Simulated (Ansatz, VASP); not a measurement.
## One calculation of LiHfO2, two programs

File INCAR:

```
SYSTEM = LiHfO2
ALGO = Normal ; EDIFF = 1E-7
EDIFFG = -0.04 ; ENCUT = 750
GGA = PE ; GGA_COMPAT = .FALSE.
IBRION = 2 ; ISIF = 3
ISMEAR = 0 ; LASPH = .TRUE.
LCHARG = .FALSE. ; LREAL = .FALSE.
LWAVE = .FALSE. ; NELM = 120
NELMIN = 4 ; NSW = 90
PREC = Accurate ; SIGMA = 0.1
```

File KPOINTS:

```
k-points
0
G
  6 6 4
  0 0 0
```

Contents of POSCAR:

```
LiHfO2
1.0
    3.0397810700      0.0000000000      0.0000000000
    0.0000000000      3.0397810700      0.0000000000
    0.0000000000      0.0000000000      4.2938609300
Li Hf O
1 1 2
Direct
    0.0000000000      0.0000000000      0.0000000000
    0.5000000000      0.5000000000      0.5000000000
    0.0000000000      0.0000000000      0.5000000000
    0.5000000000      0.5000000000      0.0000000000
```

Input for Ansatz:

```yaml
crystal:
  lattice:
    - [3.03978107, 0.0, 0.0]
    - [0.0, 3.03978107, 0.0]
    - [0.0, 0.0, 4.29386093]
  atoms:
    - { symbol: Li, position: [0.0, 0.0, 0.0] }
    - { symbol: Hf, position: [0.5, 0.5, 0.5] }
    - { symbol: O, position: [0.0, 0.0, 0.5] }
    - { symbol: O, position: [0.5, 0.5, 0.0] }
basis:
  ecutwfc: 420
kpoints:
  mp_grid: { grid: [6, 6, 4] }
hamiltonian:
  xc: pbe
scf:
  occupations: { method: gaussian, width: 0.1 }
  lower_state_search: "off"
output:
  forces: true
  stress: true
  eigenvalues: true
relax:
  adjacent_minimum: "off"
  f_tol: 0.04
  max_steps: 70
  cell: { stress_tol: 0.4 }
```

Change from the starting cell: species swapped into the HfTiN2 type (P4/mmm, No. 123).

Alike in both runs: task relaxation of cell and atoms; functional PBE; k mesh 6 × 6 × 4; occupations gaussian, width 0.1 eV; no spin polarisation.

|  | VASP | Ansatz |
| --- | --- | --- |
| version | VASP 6.6.1 | Ansatz 0.2.0 |
| potentials or method | VASP PAW PBE potentials, release 64 (Li_sv, Hf_pv, O), cutoff 750 eV | scalar-relativistic, plane waves, PAW |
| valence electrons in the cell | 25 | 41 |

|  | VASP | Ansatz | Ansatz less VASP |
| --- | --- | --- | --- |
| gap on the k mesh at the Fermi level, each at its own relaxed structure (eV) | none | none | - |
| relaxed volume (Å³/atom) | 10.22 | 10.36 | +0.135 |
| relaxed cell length with the largest relative difference (Å) | 3.119 | 3.134 | +0.0155 |

A gap of «none» marks a metal or a gap that the smearing closes. VASP's potentials hold 25 valence electrons a cell and Ansatz's 41, so a difference there can come from the potentials and not from the codes.

The k mesh is coarse, so the values compare programs but aren't converged. Spin-orbit coupling is off throughout.
